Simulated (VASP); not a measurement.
Wanted: the native input for a VASP 6.6.1 run.

| Item | Value |
| --- | --- |
| Task | single point |
| Functional | PBE |
| Potentials or basis | VASP PAW PBE potentials, release 64 (Ir, Rh_pv) |
| Cutoff | 520 eV |
| k mesh | 6 × 6 × 1 |
| Occupations | gaussian, width 0.1 eV |
| Spin | no spin polarisation |
| Dipole correction | no |
| Further INCAR settings | ALGO = Normal; EDIFF = 1e-06; NBANDS = 74 |

The structure of Ir2Rh3 lies in POSCAR:

```
Ir2Rh3
1.0
    2.7362187000      0.0000000000      0.0000000000
   -1.3681094000      2.3696349000      0.0000000000
    0.0000000000      0.0000000000     22.0459703000
Ir Rh
4 6
Direct
    0.3333333000      0.6666667000      0.9492690000
    0.3333333000      0.6666667000      0.1514530000
    0.6666667000      0.3333333000      0.8485470000
    0.6666667000      0.3333333000      0.0507310000
    0.3333333000      0.6666667000      0.7485190000
    0.3333333000      0.6666667000      0.3513030000
    0.3333333000      0.6666667000      0.5495970000
    0.6666667000      0.3333333000      0.2514810000
    0.6666667000      0.3333333000      0.4504030000
    0.6666667000      0.3333333000      0.6486970000
```

The input as run:

INCAR

```
PREC = Accurate
ENCUT = 520
EDIFF = 1E-6
ISMEAR = 0
SIGMA = 0.1
LREAL = F
LASPH = T
NELM = 100
ALGO = Normal
ISIF = 2
LWAVE = F
LCHARG = F
GGA = PE
NBANDS = 74
```

KPOINTS

```
Automatic mesh
0
Gamma
  6 6 1
```

Potentials or basis: VASP PAW PBE potentials, release 64 (Ir, Rh_pv).

Command:

```console
$ cat potpaw_PBE.64/Ir/POTCAR potpaw_PBE.64/Rh_pv/POTCAR > POTCAR
$ mpirun -np 1 vasp_std > vasp.out
```

Results of the run:

```
Pressure               : 0.7 GPa
Largest force          : 0.078 eV/Å
Band gap on the k mesh : zero (bands 63 and 64 overlap by 2.16 eV)
```

Caveat: the k points lie up to 0.44 Å⁻¹ apart, too coarse for converged energies and pressures of a metal; spin-orbit coupling is left out, which moves the levels of the heavy elements.

Wall time 4.8 min on 1 thread of Intel(R) Xeon(R) Platinum 8259CL CPU @ 2.50GHz (Skylake/Cascade Lake), with other jobs on the host, peak memory 0.26 GiB.
